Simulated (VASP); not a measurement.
# CoO in VASP: notebook

CoO is run at these levels: PBEsol; tasks: electric field gradients.

All numbers are computed with VASP 6.6.1; they aren't measurements. Logs are shortened: lines on timing, memory, paths and dates and some standing lists are left out, and cuts for length are marked.

### Step 1. The cell of the first run

Symmetry: Fm-3m, No. 225, cubic system. The conventional cell has a = 4.176 Å, b = 4.176 Å, c = 4.176 Å, α = 90.00°, β = 90.00°, γ = 90.00°. Co (site symmetry m-3m) has 6 O at 2.09 Å within 2.8 Å. O (site symmetry m-3m) has 6 Co at 2.09 Å within 2.8 Å.

### Step 2. Electric field gradients, PBEsol, collinear spin, ferromagnetic start (volume scaled by 0.94)

Contents of INCAR:

```
PREC     = Accurate       # precision mode
ENCUT    = 520            # plane-wave cutoff, eV
EDIFF    = 1E-8           # SCF threshold, eV
ISMEAR   = -1             # smearing method
SIGMA    = 0.05           # smearing width, eV
LREAL    = F              # projectors in reciprocal space
LASPH    = T              # aspherical terms in the spheres
NELM     = 200            # most SCF steps
ALGO     = Normal         # electronic algorithm
ISIF     = 2              # what is computed and relaxed
LWAVE    = F              # write WAVECAR
LCHARG   = F              # write CHGCAR
ISPIN    = 2              # spin polarisation
MAGMOM   = 2 0            # initial moments
LORBIT   = 11             # projections on sites
LMAXMIX  = 4              # l up to which the mixer works
GGA      = PS             # functional
LEFG     = T            
NBANDS   = 18             # bands
GGA_COMPAT= F
```

Contents of KPOINTS:

```
Automatic mesh
0
Gamma
  16 16 16
```

Contents of POSCAR:

```
CoO
1.0
    0.0000000000      2.0879877907      2.0879877907
    2.0879877907      0.0000000000      2.0879877907
    2.0879877907      2.0879877907      0.0000000000
Co O
1 1
Direct
    0.0000000000      0.0000000000      0.0000000000
    0.5000000000      0.5000000000      0.5000000000
```

Potentials or basis: VASP PAW PBE potentials, release 64 (Co, O).

Command:

```console
> cat potpaw_PBE.64/Co/POTCAR potpaw_PBE.64/O/POTCAR > POTCAR
> mpirun -np 1 vasp_std > vasp.out
```

OUTCAR:

```text
PREC = Accurate
   ENCUT = 520
   EDIFF = 1E-8
   ISMEAR = -1
   LREAL = F
   LASPH = T
   NELM = 200
   ISIF = 2
   ISPIN = 2
   LORBIT = 11
   GGA = PS

 ion  position               nearest neighbor table
   1  0.000  0.000  0.000-   2 2.09   2 2.09   2 2.09   2 2.09   2 2.09   2 2.09
   2  0.500  0.500  0.500-   1 2.09   1 2.09   1 2.09   1 2.09   1 2.09   1 2.09

  LATTYP: Found a face centered cubic cell.
 ALAT       =     4.1759755814

  Lattice vectors:

 A1 = (   0.0000000000,   2.0879877907,   2.0879877907)
 A2 = (   2.0879877907,   0.0000000000,   2.0879877907)
 A3 = (   2.0879877907,   2.0879877907,   0.0000000000)

Analysis of symmetry for initial positions (statically):
=====================================================================
 Subroutine PRICEL returns:
 Original cell was already a primitive cell.

 Routine SETGRP: Setting up the symmetry group for a
 face centered cubic supercell.

 Subroutine GETGRP returns: Found 48 space group operations
 (whereof 48 operations were pure point group operations)
 out of a pool of 48 trial point group operations.

The static configuration has the point symmetry O_h .

Analysis of symmetry for dynamics (positions and initial velocities):
=====================================================================
 Subroutine PRICEL returns:
 Original cell was already a primitive cell.

 Routine SETGRP: Setting up the symmetry group for a
 face centered cubic supercell.

 Subroutine GETGRP returns: Found 48 space group operations
 (whereof 48 operations were pure point group operations)
 out of a pool of 48 trial point group operations.

The dynamic configuration has the point symmetry O_h .

Analysis of structural, dynamic, and magnetic symmetry:
=====================================================================
 Subroutine PRICEL returns:
 Original cell was already a primitive cell.

 Routine SETGRP: Setting up the symmetry group for a
 face centered cubic supercell.

 Subroutine GETGRP returns: Found 48 space group operations
 (whereof 48 operations were pure point group operations)
 out of a pool of 48 trial point group operations.

The overall configuration has the point symmetry O_h .

 Subroutine INISYM returns: Found 48 space group operations
 (whereof 48 operations are pure point group operations),
 and found     1 'primitive' translations

----------------------------------------------------------------------------------------

                                     Primitive cell

  volume of cell :      18.2060

  direct lattice vectors                    reciprocal lattice vectors
     0.000000000  2.087987791  2.087987791    -0.239465002  0.239465002  0.239465002
     2.087987791  0.000000000  2.087987791     0.239465002 -0.239465002  0.239465002
     2.087987791  2.087987791  0.000000000     0.239465002  0.239465002 -0.239465002

  length of vectors
     2.952860652  2.952860652  2.952860652     0.414765550  0.414765550  0.414765550

  position of ions in fractional coordinates (direct lattice)
     0.000000000  0.000000000  0.000000000
     0.500000000  0.500000000  0.500000000

  ion indices of the primitive-cell ions
   primitive index   ion index
                 1           1
                 2           2

----------------------------------------------------------------------------------------

 KPOINTS: Automatic mesh

Automatic generation of k-mesh.
 Grid dimensions read from file:
 generate k-points for:   16   16   16

 Generating k-lattice:

[... 53 lines left out ...]
   ISTART =      0    job   : 0-new  1-cont  2-samecut
   ICHARG =      2    charge: 1-file 2-atom 10-const
   ISPIN  =      2    spin polarized calculation?
   LNONCOLLINEAR =      F non collinear calculations
   LSORBIT =      F    spin-orbit coupling
   LASPH  =      T    aspherical Exc in radial PAW
   ENCUT  =  520.0 eV  38.22 Ry    6.18 a.u.   5.49  5.49  5.49*2*pi/ulx,y,z
   NELM   =    200;   NELMIN=  2; NELMDL= -5     # of ELM steps
   EDIFF  = 0.1E-07   stopping-criterion for ELM
   LREAL  =      F    real-space projection
   EDIFFG = 0.1E-06   stopping-criterion for IOM
   NSW    =      0    number of steps for IOM
   IBRION =     -1    ionic relax: 0-MD 1-quasi-New 2-CG
   NFREE  =      0    steps in history (QN), initial steepest desc. (CG)
   ISIF   =      2    stress and relaxation
   ISYM   =      2    0-nonsym 1-usesym 2-fastsym
   POTIM  = 0.5000    time-step for ionic-motion
   TEBEG  =    0.0;   TEEND  =   0.0 temperature during run
   PSTRESS=    0.0 pullay stress
   NELECT =      15.0000    total number of electrons
   NUPDOWN=      -1.0000    fix difference up-down
   EMIN   =  10.00;   EMAX   =-10.00  energy-range for DOS
   EFERMI =   0.00;   METHOD = LEGACY
   ISMEAR =    -1;   SIGMA  =   0.05  broadening in eV -4-tet -1-fermi 0-gaus
   EFERMI_NEDOS =   21; number of points for ismear=-14 and -15
   IALGO  =     38    algorithm
   IMIX   =      4    mixing-type and parameters
     AMIX     =   0.40;   BMIX     =  1.00
     AMIX_MAG =   1.60;   BMIX_MAG =  1.00
  volume/ion in A,a.u.               =       9.10        61.43
  Fermi-wavevector in a.u.,A,eV,Ry     =   1.534737  2.900232 32.047403  2.355418
  Thomas-Fermi vector in A             =   2.641623
   LORBIT       =     11    0 simple, 1 ext, 2 COOP (PROOUT), +10 PAW based schemes
   GGA     = PS    functional components
   LHFCALC =     F    Hartree Fock is set to
   AEXX    =    0.0000 exact exchange contribution
   IVDW    =     0    specifies the selected vdW correction
   LEPSILON=     F    determine dielectric tensor
   LRPA    =     F    only Hartree local field effects (RPA)
 spin polarized calculation
  energy-cutoff  :      520.00
  volume of cell :       18.21
 maximum number of plane-waves:       531
 NGX is ok and might be reduce to    24
   NGX = 11   NGY = 11   NGZ = 11

 number of electron      14.9999997 magnetization       2.7181690

 Free energy of the ion-electron system (eV)
  ---------------------------------------------------
  ext. energy  EPLUGINS =         0.00000000
  ---------------------------------------------------
  free energy    TOTEN  =       -14.00471581 eV

  energy without entropy =      -13.97072458  energy(sigma->0) =      -13.98772019

 E-fermi :   8.6889     XC(G=0): -13.0084

 val. band max:        8.6868879105   @ k =  -0.2500   0.1875   0.0625
 cond. band min:       8.6891061965   @ k =  -0.4375   0.0625   0.0000
 fundamental gap:      0.0022182860
 Fermi energy:         8.6888779523

 spin component 1

 k-point     1 :       0.0000    0.0000    0.0000
  band No.  band energies     occupation
      1     -12.1251      1.00000
      2       5.1795      1.00000
      3       5.1795      1.00000
      4       5.1795      1.00000
      5       5.4555      1.00000
      6       5.4555      1.00000
[... 493 lines left out ...]
     17      32.5559      0.00000
     18      35.1864      0.00000

 [... further k-points ...]

 spin component 2

 k-point     1 :       0.0000    0.0000    0.0000
  band No.  band energies     occupation
      1     -11.6597      1.00000
      2       5.7084      1.00000
      3       5.7084      1.00000
      4       5.7084      1.00000
      5       7.4393      1.00000
      6       7.4393      1.00000
[... 493 lines left out ...]
     17      33.3722      0.00000
     18      36.0086      0.00000

 [... further k-points ...]
[... 5 lines left out ...]
  --------------------------------------------------------------------------------------
  -------------------------------------------------------------------------------------
  Total       -0.2213004     -0.2213004     -0.2213004     -0.0000000     -0.0000000      0.0000000
  in kB      -19.4750644    -19.4750644    -19.4750644     -0.0000000     -0.0000000      0.0000000
  external PRESSURE =     -19.4750644 kB  Pullay stress =       0.0000000 kB

 VOLUME and BASIS-vectors are now :
 -----------------------------------------------------------------------------
  energy-cutoff  :      520.00
  volume of cell :       18.21
      direct lattice vectors                 reciprocal lattice vectors
     0.000000000  2.087987791  2.087987791    -0.239465002  0.239465002  0.239465002
     2.087987791  0.000000000  2.087987791     0.239465002 -0.239465002  0.239465002
     2.087987791  2.087987791  0.000000000     0.239465002  0.239465002 -0.239465002

 POSITION                                       TOTAL-FORCE (eV/Angst)
 -----------------------------------------------------------------------------------
      0.00000      0.00000      0.00000        -0.000000      0.000000     -0.000000
      2.08799      2.08799      2.08799         0.000000     -0.000000      0.000000
 -----------------------------------------------------------------------------------
    total drift:                                0.000000     -0.000000     -0.000000

  FREE ENERGIE OF THE ION-ELECTRON SYSTEM (eV)
  ---------------------------------------------------
  free  energy   TOTEN  =       -14.0047158140 eV

  energy  without entropy=      -13.9707245753  energy(sigma->0) =      -13.98772019

 Electric field gradients (V/A^2)
---------------------------------------------------------------------
 ion       V_xx      V_yy      V_zz      V_xy      V_xz      V_yz
---------------------------------------------------------------------
   1      -0.000    -0.000     0.000     0.001     0.001     0.001
   2      -0.000     0.000     0.000    -0.002    -0.002    -0.002
---------------------------------------------------------------------

 Electric field gradients after diagonalization (V/A^2)
 (convention: |V_zz| > |V_xx| > |V_yy|)
----------------------------------------------------------------------
 ion       V_xx      V_yy      V_zz     asymmetry (V_yy - V_xx)/ V_zz
----------------------------------------------------------------------
   1      -0.001    -0.001     0.002       0.000
   2       0.002     0.002    -0.003       0.000
----------------------------------------------------------------------

           NMR quadrupolar parameters

 Cq : quadrupolar parameter    Cq=e*Q*V_zz/h
 eta: asymmetry parameters     (V_yy - V_xx)/ V_zz
 Q  : nuclear electric quadrupole moment in mb (millibarn)
----------------------------------------------------------------------
 ion       Cq(MHz)       eta       Q (mb)
----------------------------------------------------------------------
   1       0.000       0.000       1.000
   2      -0.000       0.000       1.000
----------------------------------------------------------------------

 total charge

# of ion       s       p       d       tot
------------------------------------------
    1        0.313   0.401   7.205   7.919
    2        1.552   3.421   0.000   4.973
--------------------------------------------------
tot          1.865   3.823   7.205  12.893

 magnetization (x)

# of ion       s       p       d       tot
------------------------------------------
    1        0.021   0.019   2.366   2.406
    2        0.030   0.236   0.000   0.266
--------------------------------------------------
tot          0.051   0.255   2.366   2.672
```

Wall time 2.6 min (1 thread of Intel Xeon 8259CL, shared host); peak memory 0.21 GiB.

What came out:

```
Free energy                                           : -14.0047 eV
Pressure                                              : -1.9 GPa
Net moment                                            : 2.72 μB per cell
Site moments                                          : Co +2.41; O +0.27 μB
Valence electrons inside the program's atomic spheres : Co 7.92; O 4.97
```

Levels at points of the mesh, in eV from the Fermi level:
Spin up:
```
           k point  band 5  band 6  band 7  band 8  band 9  band 10  band 11  band 12  band 13  band 14
(0.00, 0.00, 0.00)   -3.23   -3.23   -3.14   -3.14   -3.14     1.17    16.74    18.40    18.40    18.40
(0.50, 0.00, 0.00)   -2.29   -2.29   -1.74    0.27    0.27     4.98     9.75    13.63    13.63    21.06
(0.50, 0.50, 0.00)   -4.14   -2.83   -2.20   -1.98   -1.98     6.11     9.99    11.76    16.24    16.24
```
Spin down:
```
           k point  band 2  band 3  band 4  band 5  band 6  band 7  band 8  band 9  band 10  band 11
(0.00, 0.00, 0.00)   -2.98   -2.98   -2.98   -1.25   -1.25   -1.25   -0.25   -0.25     1.68    16.70
(0.50, 0.00, 0.00)   -8.30   -5.22   -5.22   -0.16   -0.16    0.17    2.66    2.66     5.27    10.49
(0.50, 0.50, 0.00)   -7.05   -4.31   -4.31   -2.54    0.15    0.15    0.27    0.86     6.91    10.44
```

Caveat: without QUAD_EFG the Cq values of the log hold for a quadrupole moment of 1 mb, not for the nuclei; the PAW data sets were made with another functional, which shifts forces and pressure a little; a cell with one magnetic atom can't hold antiferromagnetic order, which such compounds often take; semilocal functionals often make such compounds metallic where correlation or magnetic order opens a gap, which also shifts bond lengths.

### Step 3. Electric field gradients, PBEsol, collinear spin, ferromagnetic start (zz strain of +3 %)

INCAR is that of step 2.

KPOINTS is that of step 2.

Contents of POSCAR:

```
CoO
1.0
    0.0000000000      2.1315000000      2.1954450000
    2.1315000000      0.0000000000      2.1954450000
    2.1315000000      2.1315000000      0.0000000000
Co O
1 1
Direct
    0.0000000000      0.0000000000      0.0000000000
    0.5000000000      0.5000000000      0.5000000000
```

Potentials or basis: VASP PAW PBE potentials, release 64 (Co, O).

Command:

```console
> cat potpaw_PBE.64/Co/POTCAR potpaw_PBE.64/O/POTCAR > POTCAR
> mpirun -np 1 vasp_std > vasp.out
```

OUTCAR:

```text
PREC = Accurate
   ENCUT = 520
   EDIFF = 1E-8
   ISMEAR = -1
   LREAL = F
   LASPH = T
   NELM = 200
   ISIF = 2
   ISPIN = 2
   LORBIT = 11
   GGA = PS

 ion  position               nearest neighbor table
   1  0.000  0.000  0.000-   2 2.13   2 2.13   2 2.13   2 2.13   2 2.20   2 2.20
   2  0.500  0.500  0.500-   1 2.13   1 2.13   1 2.13   1 2.13   1 2.20   1 2.20

  LATTYP: Found a body centered tetragonal cell.
 ALAT       =     3.0143962082
 C/A-ratio  =     1.4566399692

  Lattice vectors:

 A1 = (  -2.1315000000,   0.0000000000,   2.1954450000)
 A2 = (   2.1315000000,   0.0000000000,   2.1954450000)
 A3 = (   0.0000000000,   2.1315000000,  -2.1954450000)

Analysis of symmetry for initial positions (statically):
=====================================================================
 Subroutine PRICEL returns:
 Original cell was already a primitive cell.

 Routine SETGRP: Setting up the symmetry group for a
 body centered tetragonal supercell.
[... 1227 lines left out ...]
    total drift:                                0.000000     -0.000000     -0.000000

  FREE ENERGIE OF THE ION-ELECTRON SYSTEM (eV)
  ---------------------------------------------------
  free  energy   TOTEN  =       -13.9098161825 eV

  energy  without entropy=      -13.8764614758  energy(sigma->0) =      -13.89313883

 Electric field gradients (V/A^2)
---------------------------------------------------------------------
 ion       V_xx      V_yy      V_zz      V_xy      V_xz      V_yz
---------------------------------------------------------------------
   1       2.576     2.576    -5.151     0.002     0.000     0.000
   2       1.040     1.040    -2.080    -0.003    -0.001    -0.001
---------------------------------------------------------------------

 Electric field gradients after diagonalization (V/A^2)
 (convention: |V_zz| > |V_xx| > |V_yy|)
----------------------------------------------------------------------
 ion       V_xx      V_yy      V_zz     asymmetry (V_yy - V_xx)/ V_zz
----------------------------------------------------------------------
   1       2.578     2.573    -5.151       0.001
   2       1.043     1.037    -2.080       0.003
----------------------------------------------------------------------

           NMR quadrupolar parameters

 Cq : quadrupolar parameter    Cq=e*Q*V_zz/h
 eta: asymmetry parameters     (V_yy - V_xx)/ V_zz
 Q  : nuclear electric quadrupole moment in mb (millibarn)
----------------------------------------------------------------------
 ion       Cq(MHz)       eta       Q (mb)
----------------------------------------------------------------------
   1      -0.012       0.001       1.000
   2      -0.005       0.003       1.000
----------------------------------------------------------------------

 total charge

# of ion       s       p       d       tot
------------------------------------------
    1        0.290   0.341   7.122   7.753
    2        1.551   3.385   0.000   4.935
--------------------------------------------------
tot          1.840   3.726   7.122  12.688

 magnetization (x)

# of ion       s       p       d       tot
------------------------------------------
    1        0.020   0.016   2.550   2.586
    2        0.028   0.293   0.000   0.322
--------------------------------------------------
tot          0.048   0.310   2.550   2.908
```

Wall time 4.2 min (1 thread of Intel Xeon Platinum 8488C (Sapphire Rapids), shared host); peak memory 0.31 GiB.

What came out:

| Item | Value |
| --- | --- |
| Free energy | -13.9098 eV |
| Pressure | -15.4 GPa |
| Band gap on the k mesh | zero (filled and empty bands overlap) |
| Net moment | 2.96 μB per cell |
| Site moments | Co +2.59; O +0.32 μB |
| Valence electrons inside the program's atomic spheres | Co 7.75; O 4.93 |

Levels at points of the mesh, in eV from the Fermi level:
Spin up:
| k point | band 7 | band 8 | band 9 | band 10 | band 11 | band 12 |
| --- | --- | --- | --- | --- | --- | --- |
| (0.00, 0.00, 0.00) | -3.04 | -3.03 | -3.03 | 0.69 | 16.48 | 17.61 |
| (0.50, 0.00, 0.00) | -1.88 | -0.11 | 0.09 | 4.78 | 8.89 | 12.70 |
| (0.50, 0.50, 0.00) | -2.49 | -2.12 | -2.12 | 5.48 | 9.17 | 11.54 |
| (0.50, 0.00, 0.50) | -2.48 | -2.20 | -2.14 | 5.49 | 9.55 | 11.21 |
Spin down:
| k point | band 3 | band 4 | band 5 | band 6 | band 7 | band 8 | band 9 | band 10 |
| --- | --- | --- | --- | --- | --- | --- | --- | --- |
| (0.00, 0.00, 0.00) | -2.52 | -2.40 | -1.12 | -1.00 | -1.00 | -0.13 | -0.09 | 1.28 |
| (0.50, 0.00, 0.00) | -4.55 | -4.48 | -0.14 | -0.07 | 0.19 | 2.39 | 2.57 | 5.09 |
| (0.50, 0.50, 0.00) | -3.65 | -3.65 | -2.13 | 0.13 | 0.13 | 0.30 | 0.78 | 6.32 |
| (0.50, 0.00, 0.50) | -3.86 | -3.62 | -2.13 | 0.10 | 0.18 | 0.38 | 0.77 | 6.33 |

Electric field gradients, principal values (V/Å²):
```tsv
atom	least	middle	greatest (by size)
1 Co	2.573	2.578	-5.151
2 O	1.037	1.043	-2.080
```

Caveat: the cell differs from its parent crystal (zz strain of +3 %); without QUAD_EFG the Cq values of the log hold for a quadrupole moment of 1 mb, not for the nuclei; the PAW data sets were made with another functional, which shifts forces and pressure a little; a cell with one magnetic atom can't hold antiferromagnetic order, which such compounds often take; semilocal functionals often make such compounds metallic where correlation or magnetic order opens a gap, which also shifts bond lengths.

(Continued in part 2 of 2.)
